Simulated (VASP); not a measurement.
# KI in VASP: further runs, part 2 of 3

VASP 6.6.1.

### 3 Single point, PBEsol (strain -0.080 along x and y, -0.040 along z)

File INCAR:

```
SYSTEM = KI
  PREC = Accurate
  ENCUT = 520
  EDIFF = 1E-7
  ISMEAR = 0
  SIGMA = 0.05
  LREAL = .FALSE.
  LASPH = .TRUE.
  NELM = 100
  ALGO = Normal
  ISIF = 2
  LWAVE = .FALSE.
  LCHARG = .TRUE.
  GGA = PS
  LELF = .TRUE.
  LVHAR = .TRUE.
  NBANDS = 15
```

File KPOINTS:

```
regular mesh
0
G
  6 6 6
  0 0 0
```

File POSCAR:

```
KI
1.0
    3.9479009272      0.0000000000      0.0000000000
    0.0000000000      3.9479009272      0.0000000000
    0.0000000000      0.0000000000      4.1195487936
K I
1 1
Direct
    0.0000000000      0.0000000000      0.0000000000
    0.5000000000      0.5000000000      0.5000000000
```

Potentials or basis: VASP PAW PBE potentials, release 64 (K_sv, I).

Started as:

```sh
cat potpaw_PBE.64/K_sv/POTCAR potpaw_PBE.64/I/POTCAR > POTCAR
mpirun -np 1 vasp_std > vasp.out
```

OUTCAR:

```text
SYSTEM = KI
   PREC = Accurate
   ENCUT = 520
   EDIFF = 1E-7
   ISMEAR = 0
   LREAL = .FALSE.
   LASPH = .TRUE.
   NELM = 100
   ISIF = 2
   GGA = PS

 ion  position               nearest neighbor table
   1  0.000  0.000  0.000-   2 3.47   2 3.47   2 3.47   2 3.47   2 3.47   2 3.47   2 3.47   2 3.47

   2  0.500  0.500  0.500-   1 3.47   1 3.47   1 3.47   1 3.47   1 3.47   1 3.47   1 3.47   1 3.47

  LATTYP: Found a simple tetragonal cell.
 ALAT       =     3.9479009272
 C/A-ratio  =     1.0434782609

  Lattice vectors:

 A1 = (   3.9479009272,   0.0000000000,   0.0000000000)
 A2 = (   0.0000000000,   3.9479009272,   0.0000000000)
 A3 = (   0.0000000000,   0.0000000000,   4.1195487936)

Analysis of symmetry for initial positions (statically):
=====================================================================
 Subroutine PRICEL returns:
 Original cell was already a primitive cell.

 Routine SETGRP: Setting up the symmetry group for a
 simple tetragonal supercell.

 Subroutine GETGRP returns: Found 16 space group operations
 (whereof 16 operations were pure point group operations)
 out of a pool of 16 trial point group operations.

The static configuration has the point symmetry D_4h.

Analysis of symmetry for dynamics (positions and initial velocities):
=====================================================================
 Subroutine PRICEL returns:
 Original cell was already a primitive cell.

 Routine SETGRP: Setting up the symmetry group for a
 simple tetragonal supercell.

 Subroutine GETGRP returns: Found 16 space group operations
 (whereof 16 operations were pure point group operations)
 out of a pool of 16 trial point group operations.

The dynamic configuration has the point symmetry D_4h.

 Subroutine INISYM returns: Found 16 space group operations
 (whereof 16 operations are pure point group operations),
 and found     1 'primitive' translations

----------------------------------------------------------------------------------------

                                     Primitive cell

  volume of cell :      64.2070

  direct lattice vectors                    reciprocal lattice vectors
     3.947900927  0.000000000  0.000000000     0.253299163  0.000000000  0.000000000
     0.000000000  3.947900927  0.000000000     0.000000000  0.253299163  0.000000000
     0.000000000  0.000000000  4.119548794     0.000000000  0.000000000  0.242745031

  length of vectors
     3.947900927  3.947900927  4.119548794     0.253299163  0.253299163  0.242745031

  position of ions in fractional coordinates (direct lattice)
     0.000000000  0.000000000  0.000000000
     0.500000000  0.500000000  0.500000000

  ion indices of the primitive-cell ions
   primitive index   ion index
                 1           1
                 2           2

----------------------------------------------------------------------------------------

 KPOINTS: regular mesh

Automatic generation of k-mesh.
 Grid dimensions read from file:
 generate k-points for:    6    6    6

 Generating k-lattice:

  Cartesian coordinates                     Fractional coordinates (reciprocal lattice)
     0.042216527  0.000000000  0.000000000     0.166666667  0.000000000  0.000000000
     0.000000000  0.042216527  0.000000000     0.000000000  0.166666667  0.000000000
     0.000000000  0.000000000  0.040457505     0.000000000  0.000000000  0.166666667

[... 40 lines left out ...]
   total plane-waves  NPLWV =  28800
   dimension x,y,z NGX =    30 NGY =   30 NGZ =   32
   dimension x,y,z NGXF=    60 NGYF=   60 NGZF=   64
   ions per type =               1   1
   NGX,Y,Z   is equivalent  to a cutoff of  12.63, 12.63, 12.91 a.u.
   NGXF,Y,Z  is equivalent  to a cutoff of  25.27, 25.27, 25.83 a.u.
 SYSTEM =  KI
   PREC   = accura    normal or accurate (medium, high low for compatibility)
   ISTART =      0    job   : 0-new  1-cont  2-samecut
   ICHARG =      2    charge: 1-file 2-atom 10-const
   ISPIN  =      1    spin polarized calculation?
   LNONCOLLINEAR =      F non collinear calculations
   LSORBIT =      F    spin-orbit coupling
   LASPH  =      T    aspherical Exc in radial PAW
   ENCUT  =  520.0 eV  38.22 Ry    6.18 a.u.   7.34  7.34  7.66*2*pi/ulx,y,z
   NELM   =    100;   NELMIN=  2; NELMDL= -5     # of ELM steps
   EDIFF  = 0.1E-06   stopping-criterion for ELM
   LREAL  =      F    real-space projection
   EDIFFG = 0.1E-05   stopping-criterion for IOM
   NSW    =      0    number of steps for IOM
   IBRION =     -1    ionic relax: 0-MD 1-quasi-New 2-CG
   NFREE  =      0    steps in history (QN), initial steepest desc. (CG)
   ISIF   =      2    stress and relaxation
   ISYM   =      2    0-nonsym 1-usesym 2-fastsym
   POTIM  = 0.5000    time-step for ionic-motion
   TEBEG  =    0.0;   TEEND  =   0.0 temperature during run
   PSTRESS=    0.0 pullay stress
   NELECT =      16.0000    total number of electrons
   NUPDOWN=      -1.0000    fix difference up-down
   EMIN   =  10.00;   EMAX   =-10.00  energy-range for DOS
   EFERMI =   0.00;   METHOD = LEGACY
   ISMEAR =     0;   SIGMA  =   0.05  broadening in eV -4-tet -1-fermi 0-gaus
   EFERMI_NEDOS =   21; number of points for ismear=-14 and -15
   IALGO  =     38    algorithm
   IMIX   =      4    mixing-type and parameters
     AMIX     =   0.40;   BMIX     =  1.00
     AMIX_MAG =   1.60;   BMIX_MAG =  1.00
  volume/ion in A,a.u.               =      32.10       216.64
  Fermi-wavevector in a.u.,A,eV,Ry     =   1.030198  1.946792 14.439976  1.061308
  Thomas-Fermi vector in A             =   2.164284
   LORBIT       =      0    0 simple, 1 ext, 2 COOP (PROOUT), +10 PAW based schemes
   GGA     = PS    functional components
   LHFCALC =     F    Hartree Fock is set to
   AEXX    =    0.0000 exact exchange contribution
   IVDW    =     0    specifies the selected vdW correction
   LEPSILON=     F    determine dielectric tensor
   LRPA    =     F    only Hartree local field effects (RPA)
 non-spin polarized calculation
 Gauss-broadening in eV      SIGMA  =   0.05
  energy-cutoff  :      520.00
  volume of cell :       64.21
 maximum number of plane-waves:      1751
 NGX is ok and might be reduce to    30
   NGX = 15   NGY = 15   NGZ = 15

 number of electron      15.9999999 magnetization

 Free energy of the ion-electron system (eV)
  ---------------------------------------------------
  ext. energy  EPLUGINS =         0.00000000
  ---------------------------------------------------
  free energy    TOTEN  =        -5.60349221 eV

  energy without entropy =       -5.60349221  energy(sigma->0) =       -5.60349221

 E-fermi :   2.7608     XC(G=0):  -8.7707

 val. band max:        2.4502120566   @ k =   0.5000   0.0000   0.5000
 cond. band min:       5.8327708056   @ k =   0.5000   0.0000   0.5000
 fundamental gap:      3.3825587490
 Fermi energy:         2.7607854510

 k-point     1 :       0.0000    0.0000    0.0000
  band No.  band energies     occupation
      1     -26.7785      2.00000
      2     -10.3125      2.00000
      3     -10.2939      2.00000
      4     -10.2939      2.00000
      5      -9.5214      2.00000
      6       1.6066      2.00000
      7       1.9760      2.00000
      8       1.9760      2.00000
      9       6.0136      0.00000
     10       6.4635      0.00000
     11       6.5570      0.00000
     12      10.7682      0.00000
     13      10.7682      0.00000
     14      11.1064      0.00000
[... 401 lines left out ...]
      2     -10.5881      2.00000
      3     -10.4096      2.00000
      4     -10.2532      2.00000
      5      -8.8946      2.00000
      6      -0.3151      2.00000
      7       0.4108      2.00000
      8       2.3413      2.00000
      9       6.3950      0.00000
     10       8.2035      0.00000
     11       9.3769      0.00000
     12       9.4699      0.00000
     13      10.5654      0.00000
     14      11.8475      0.00000
     15      12.3844      0.00000

 [... further k-points ...]

------------------------ aborting loop because EDIFF is reached ----------------------------------------

  FORCE on cell =-STRESS in cart. coord.  units (eV):
  Direction    XX          YY          ZZ          XY          YZ          ZX
  --------------------------------------------------------------------------------------
  -------------------------------------------------------------------------------------
  Total        1.7262171      1.7262171      1.0213281      0.0000000      0.0000000     -0.0000000
  in kB       43.0748577     43.0748577     25.4855336      0.0000000      0.0000000     -0.0000000
  external PRESSURE =      37.2117497 kB  Pullay stress =       0.0000000 kB

 VOLUME and BASIS-vectors are now :
 -----------------------------------------------------------------------------
  energy-cutoff  :      520.00
  volume of cell :       64.21
      direct lattice vectors                 reciprocal lattice vectors
     3.947900927  0.000000000  0.000000000     0.253299163  0.000000000  0.000000000
     0.000000000  3.947900927  0.000000000     0.000000000  0.253299163  0.000000000
     0.000000000  0.000000000  4.119548794     0.000000000  0.000000000  0.242745031

 POSITION                                       TOTAL-FORCE (eV/Angst)
 -----------------------------------------------------------------------------------
      0.00000      0.00000      0.00000         0.000000      0.000000      0.000000
      1.97395      1.97395      2.05977         0.000000      0.000000      0.000000
 -----------------------------------------------------------------------------------
    total drift:                               -0.000000     -0.000000     -0.000000

  FREE ENERGIE OF THE ION-ELECTRON SYSTEM (eV)
  ---------------------------------------------------
  free  energy   TOTEN  =        -5.6034922053 eV

  energy  without entropy=       -5.6034922053  energy(sigma->0) =       -5.60349221
```

OSZICAR:

```text
N       E                     dE             d eps       ncg     rms          rms(c)
DAV:   1     0.922381441985E+02    0.92238E+02   -0.68442E+03  1200   0.946E+02
DAV:   2    -0.755894394310E+00   -0.92994E+02   -0.85723E+02  1557   0.226E+02
DAV:   3    -0.552582300814E+01   -0.47699E+01   -0.47492E+01  1684   0.439E+01
DAV:   4    -0.569285275957E+01   -0.16703E+00   -0.16699E+00  1784   0.780E+00
DAV:   5    -0.569458890301E+01   -0.17361E-02   -0.17361E-02  1688   0.814E-01    0.402E+00
DAV:   6    -0.561906352032E+01    0.75525E-01   -0.49932E-02  1550   0.209E+00    0.289E+00
DAV:   7    -0.560287339545E+01    0.16190E-01   -0.79271E-02  1508   0.217E+00    0.855E-01
DAV:   8    -0.560340287007E+01   -0.52947E-03   -0.17119E-02  1448   0.108E+00    0.242E-01
DAV:   9    -0.560342498889E+01   -0.22119E-04   -0.48551E-04  1657   0.144E-01    0.132E-01
DAV:  10    -0.560348612821E+01   -0.61139E-04   -0.88619E-05  1591   0.604E-02    0.359E-02
DAV:  11    -0.560349243035E+01   -0.63021E-05   -0.14993E-05  1578   0.302E-02    0.117E-02
DAV:  12    -0.560349217854E+01    0.25182E-06   -0.56025E-07  1661   0.569E-03    0.686E-03
DAV:  13    -0.560349207621E+01    0.10232E-06   -0.66494E-07  1438   0.539E-03    0.125E-03
DAV:  14    -0.560349221287E+01   -0.13666E-06   -0.23600E-08  1314   0.110E-03    0.788E-04
DAV:  15    -0.560349220535E+01    0.75256E-08   -0.11572E-08   992   0.597E-04
   1 F= -.56034922E+01 E0= -.56034922E+01  d E =-.458012E-20
```

It took 34 s on 1 thread of AMD EPYC 9R45 (Zen 5), shared host; peak memory 0.16 GiB.

What came out:

* Free energy: -5.6035 eV
* Pressure: 3.7 GPa
* Band gap on the k mesh: 3.38 eV, direct

Levels at points of the mesh, in eV from the valence-band top:
```csv
k point,band 6,band 7,band 8,band 9,band 10,band 11
"(0.00, 0.00, 0.00)",-0.84,-0.47,-0.47,3.56,4.01,4.11
"(0.50, 0.00, 0.00)",-3.33,-0.80,-0.40,5.66,5.76,6.66
"(0.50, 0.50, 0.00)",-2.45,-2.45,-0.29,3.43,5.25,6.18
"(0.00, 0.00, 0.50)",-3.28,-0.49,-0.49,5.63,5.84,6.64
"(0.50, 0.00, 0.50)",-2.54,-2.35,0.00,3.38,5.62,6.57
"(0.50, 0.50, 0.50)",-2.58,-2.58,-2.43,5.38,5.54,5.54
```

Caveat: the cell differs from its parent crystal (strain -0.080 along x and y, -0.040 along z); the PAW data sets were made with another functional, which shifts forces and pressure a little; spin-orbit coupling is left out, which moves the levels of the heavy elements. A k mesh can miss the band edges.

### 4 Single point, PBEsol (strain -0.040 along x and y, -0.080 along z)

File INCAR:

```
PREC = Accurate ; ENCUT = 520
EDIFF = 1E-6 ; ISMEAR = 0
SIGMA = 0.05 ; LREAL = F
LASPH = T ; NELM = 60
ALGO = Normal ; ISIF = 2
LWAVE = F ; LCHARG = F
GGA = PS ; NBANDS = 15
```

File KPOINTS:

```
regular mesh
0
Gamma
  6 6 6
```

File POSCAR:

```
KI
1.0
    4.1195487936      0.0000000000      0.0000000000
    0.0000000000      4.1195487936      0.0000000000
    0.0000000000      0.0000000000      3.9479009272
K I
1 1
Direct
    0.0000000000      0.0000000000      0.0000000000
    0.5000000000      0.5000000000      0.5000000000
```

Started as:

```sh
cat potpaw_PBE.64/K_sv/POTCAR potpaw_PBE.64/I/POTCAR > POTCAR
mpirun -np 1 vasp_std > vasp.out
```

Run time: 28 s. Hardware: 1 thread of AMD EPYC 9R45 (Zen 5), shared host; peak memory 0.16 GiB.

The run converged. Its results:

```
Free energy            : -5.6570 eV
Pressure               : 2.5 GPa
Band gap on the k mesh : 3.34 eV, direct
```

Stress tensor (GPa, compression positive):
```
1.92 0.00 0.00
0.00 1.92 0.00
0.00 0.00 3.67
```

Levels at points of the mesh, in eV from the valence-band top:
| k point | band 5 | band 6 | band 7 | band 8 | band 9 | band 10 | band 11 | band 12 |
| --- | --- | --- | --- | --- | --- | --- | --- | --- |
| (0.00, 0.00, 0.00) | -11.91 | -0.79 | -0.79 | -0.42 | 3.39 | 3.93 | 4.20 | 8.09 |
| (0.50, 0.00, 0.00) | -11.30 | -3.19 | -0.78 | -0.38 | 5.56 | 5.63 | 6.64 | 7.54 |
| (0.50, 0.50, 0.00) | -11.43 | -2.41 | -2.41 | 0.00 | 3.34 | 5.66 | 6.71 | 6.71 |
| (0.00, 0.00, 0.50) | -11.25 | -3.24 | -0.69 | -0.69 | 5.58 | 5.69 | 6.57 | 7.62 |
| (0.50, 0.00, 0.50) | -11.33 | -2.50 | -2.31 | -0.28 | 3.40 | 5.29 | 6.25 | 6.32 |
| (0.50, 0.50, 0.50) | -11.08 | -2.55 | -2.40 | -2.40 | 5.33 | 5.33 | 5.48 | 9.12 |

Caveat: the cell differs from its parent crystal (strain -0.040 along x and y, -0.080 along z); the PAW data sets were made with another functional, which shifts forces and pressure a little; spin-orbit coupling is left out, which moves the levels of the heavy elements. A k mesh can miss the band edges.

### 5 Single point, PBEsol (strain -0.040 along x and y, +0.000 along z)

File INCAR:

```
ALGO = Normal
EDIFF = 1E-6
ENCUT = 520
GGA = PS
ISIF = 2
ISMEAR = 0
LASPH = T
LCHARG = T
LELF = T
LREAL = F
LVHAR = T
LWAVE = F
NBANDS = 15
NELM = 60
PREC = Accurate
SIGMA = 0.05
```

File KPOINTS:

```
k-points
0
Gamma
  6 6 6
```

Edit POSCAR of step 4 so:

```diff
@@ -4,3 +4,3 @@
     0.0000000000      4.1195487936      0.0000000000
-    0.0000000000      0.0000000000      3.9479009272
+    0.0000000000      0.0000000000      4.2911966600
 K I
```

Started as:

```sh
cat potpaw_PBE.64/K_sv/POTCAR potpaw_PBE.64/I/POTCAR > POTCAR
mpirun -np 1 vasp_std > vasp.out
```

Run time: 32 s. Hardware: 1 thread of AMD EPYC 9R45 (Zen 5), shared host; peak memory 0.17 GiB.

It converged, with:

```yaml
Free_energy: -5.7136 eV
Pressure: 0.7 GPa
Band_gap_on_the_k_mesh: 3.27 eV, indirect (least direct gap 3.60 eV)
```

Stress tensor (GPa, compression positive):
```
 1.11  0.00  0.00
 0.00  1.11  0.00
 0.00  0.00 -0.23
```

Levels at points of the mesh, in eV from the valence-band top:
| k point | band 4 | band 5 | band 6 | band 7 | band 8 | band 9 | band 10 | band 11 | band 12 | band 13 |
| --- | --- | --- | --- | --- | --- | --- | --- | --- | --- | --- |
| (0.00, 0.00, 0.00) | -12.74 | -11.52 | -0.70 | -0.40 | -0.40 | 3.27 | 4.33 | 4.48 | 8.29 | 8.29 |
| (0.50, 0.00, 0.00) | -12.72 | -11.06 | -2.75 | -0.62 | -0.30 | 5.43 | 5.91 | 6.82 | 7.33 | 8.36 |
| (0.50, 0.50, 0.00) | -12.71 | -11.03 | -2.04 | -2.04 | -0.23 | 3.68 | 5.32 | 6.38 | 6.38 | 9.14 |
| (0.00, 0.00, 0.50) | -12.73 | -11.11 | -2.72 | -0.37 | -0.37 | 5.49 | 5.88 | 6.82 | 7.16 | 8.88 |
| (0.50, 0.00, 0.50) | -12.71 | -11.10 | -2.12 | -1.98 | 0.00 | 3.60 | 5.63 | 6.71 | 6.78 | 9.21 |
| (0.50, 0.50, 0.50) | -12.80 | -10.86 | -2.07 | -2.07 | -1.95 | 5.39 | 5.50 | 5.50 | 8.85 | 9.09 |

Caveat: the cell differs from its parent crystal (strain -0.040 along x and y, +0.000 along z); the PAW data sets were made with another functional, which shifts forces and pressure a little; spin-orbit coupling is left out, which moves the levels of the heavy elements.

(Part 2 of 3 ends here.)
